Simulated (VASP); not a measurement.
Write the native input for VASP 6.6.1 that does the following.

- Task: single point
- Functional: PBE
- Potentials or basis: VASP PAW PBE potentials, release 64 (V_sv, Br, F)
- Cutoff: 520 eV
- k mesh: 4 × 4 × 4
- Occupations: gaussian, width 0.1 eV
- Spin: collinear spin, ferrimagnetic start
- Starting moments: [-2.0, 2.0, -2.0, -2.0, 0.0, 0.0] μB
- Dipole correction: no
- Further INCAR settings: ALGO = Normal; EDIFF = 1e-06; NBANDS = 46

The structure of V4BrF lies in POSCAR:

```
V4BrF
1.0
    4.2821091077      0.0000000000      0.0000000000
    0.0000000000      2.8090267606      0.0000000000
    0.0000000000      0.0000000000      7.2726667205
V Br F
4 1 1
Direct
    0.5000000000      0.0000000000      0.1734344492
    0.0000000000      0.5000000000      0.6367980830
    0.5000000000      0.0000000000      0.8064937657
    0.0000000000      0.5000000000      0.2920800501
    0.0000000000      0.0000000000     -0.0031596098
    0.5000000000      0.5000000000      0.5943532619
```

These files were run (other wordings do the same):

INCAR

```
SYSTEM = V4BrF
ALGO = Normal
EDIFF = 1E-6
ENCUT = 520
GGA = PE
ISIF = 2
ISMEAR = 0
ISPIN = 2
LASPH = .True.
LCHARG = .False.
LMAXMIX = 4
LORBIT = 11
LREAL = .False.
LWAVE = .False.
MAGMOM = -2 2 -2 -2 0 0
NBANDS = 46
NELM = 150
PREC = Accurate
SIGMA = 0.1
```

KPOINTS

```
k-points
0
Gamma
  4 4 4
  0 0 0
```

Potentials or basis: VASP PAW PBE potentials, release 64 (V_sv, Br, F).

The run is started by

```sh
$ cat potpaw_PBE.64/V_sv/POTCAR potpaw_PBE.64/Br/POTCAR potpaw_PBE.64/F/POTCAR > POTCAR
$ mpirun -np 1 vasp_std > vasp.out
```

It gave:

| Item | Value |
| --- | --- |
| Pressure | 0.3 GPa |
| Largest force | 0.046 eV/Å |
| Band gap on the k mesh | zero (filled and empty bands overlap) |
| Net moment | -0.02 μB per cell |
| Valence electrons inside the program's atomic spheres | V 11.54, 11.45, 11.57 (each value once); Br 4.97; F 6.07 |

Caveat: the k points lie up to 0.56 Å⁻¹ apart, too coarse for converged energies and pressures of a metal; the moments typed at the start vanished in this run.

Run time: 11 min on 1 thread of Intel(R) Xeon(R) Platinum 8175M CPU @ 2.50GHz (Skylake/Cascade Lake), on a shared host, peak memory 0.33 GiB.
